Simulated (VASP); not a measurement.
**SiO2: single point with PBEsol**

SiO2:

```
Si O
1.0
    -2.37405    2.37405    3.74400
     2.37405   -2.37405    3.74400
     2.37405    2.37405   -3.74400
Si O
2 4
Direct
  0.00000 0.00000 0.00000
  0.75000 0.25000 0.50000
  0.99838 0.62500 0.87338
  0.37500 0.24838 0.37338
  0.75162 0.12500 0.12662
  0.87500 0.00162 0.62662
```

```
Program                : VASP 6.6.1
Task                   : single point
Functional             : PBEsol
Potentials or basis    : VASP PAW PBE potentials, release 64 (Si, O)
Cutoff                 : 520 eV
k mesh                 : 6 × 6 × 6
Occupations            : gaussian, width 0.01 eV
Spin                   : no spin polarisation
Dipole correction      : no
Further INCAR settings : ALGO = Normal; EDIFF = 1e-06; NBANDS = 25
```

```
Pressure               : 1.6 GPa
Largest force          : 0.027 eV/Å
Band gap on the k mesh : 5.97 eV, direct
```

Forces on the atoms (eV/Å):
```
Si   0.000  0.000  0.000
Si   0.000  0.000  0.000
O    0.000  0.027  0.000
O    0.027  0.000  0.000
O    0.000 -0.027  0.000
O   -0.027  0.000  0.000
```

Stress tensor (GPa, compression positive):
```
2.29 0.00 0.00
0.00 2.29 0.00
0.00 0.00 0.36
```

Levels at points of the mesh, in eV from the valence-band top:
```tsv
k point	band 13	band 14	band 15	band 16	band 17	band 18	band 19	band 20
(0.00, 0.00, 0.00)	-1.33	-1.03	0.00	0.00	5.97	8.57	11.19	11.19
(0.50, 0.00, 0.00)	-1.28	-0.68	-0.29	-0.18	8.31	9.17	9.96	10.12
(0.50, 0.50, 0.00)	-0.75	-0.75	-0.24	-0.24	9.41	9.41	10.05	10.05
(0.50, 0.50, 0.50)	-1.50	-1.50	-0.11	-0.11	8.97	8.97	9.59	9.59
```

Run time: 70 s on 1 thread of Intel Xeon 6975P-C, with other jobs on the host, peak memory 0.25 GiB.

Caveat: the PAW data sets were made with another functional, which shifts forces and pressure a little. A k mesh can miss the band edges.
